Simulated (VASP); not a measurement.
Input of a VASP 6.6.1 run:

POSCAR

```
Ga
1.0
    2.9131425294      0.0000000000      0.0000000000
   -1.4565712647      2.5228554353      0.0000000000
    0.0000000000      0.0000000000      4.8933023658
Ga
2
Direct
    0.3333333333      0.6666666667      0.2500000000
    0.6666666667      0.3333333333      0.7500000000
```

INCAR.step1

```
SYSTEM = Ga
ALGO = Normal
EDIFF = 1E-4
ENCUT = 520
GGA = PE
ISMEAR = 0
LASPH = .True.
LCHARG = .False.
LREAL = .False.
LWAVE = .True.
NBANDS = 20
NELM = 80
PREC = Accurate
SIGMA = 0.1
```

The input INCAR.step2:

```
SYSTEM = Ga
ALGO = Normal
EDIFF = 1E-7
ENCUT = 520
ISIF = 2
ISMEAR = 0
ISTART = 1
LASPH = .True.
LCHARG = .True.
LELF = .True.
LMIXTAU = .True.
LREAL = .False.
LVHAR = .True.
LWAVE = .False.
METAGGA = R2SCAN
NBANDS = 20
NELM = 80
PREC = Accurate
SIGMA = 0.1
```

Contents of KPOINTS:

```
k-points
0
Gamma
  6 6 4
  0 0 0
```

Potentials or basis: VASP PAW PBE potentials, release 64 (Ga_d).

Command:

```bash
$ cat potpaw_PBE.64/Ga_d/POTCAR > POTCAR
$ cp INCAR.step1 INCAR
$ mpirun -np 1 vasp_std > vasp.out
$ cp INCAR.step2 INCAR
$ mpirun -np 1 vasp_std > vasp.out
```

Task: What does it give for the pressure?

Result: -0.2 GPa.

Task: Estimate the band gap on the k mesh.

Result: Zero (bands 13 and 14 overlap by 7.50 eV).

Stress tensor (GPa, compression positive):
```
-0.17  0.00  0.00
 0.00 -0.17  0.00
 0.00  0.00 -0.36
```

Caveat: the k points lie up to 0.42 Å⁻¹ apart, too coarse for converged energies and pressures of a metal; the PAW data sets were made with another functional, which shifts forces and pressure a little.
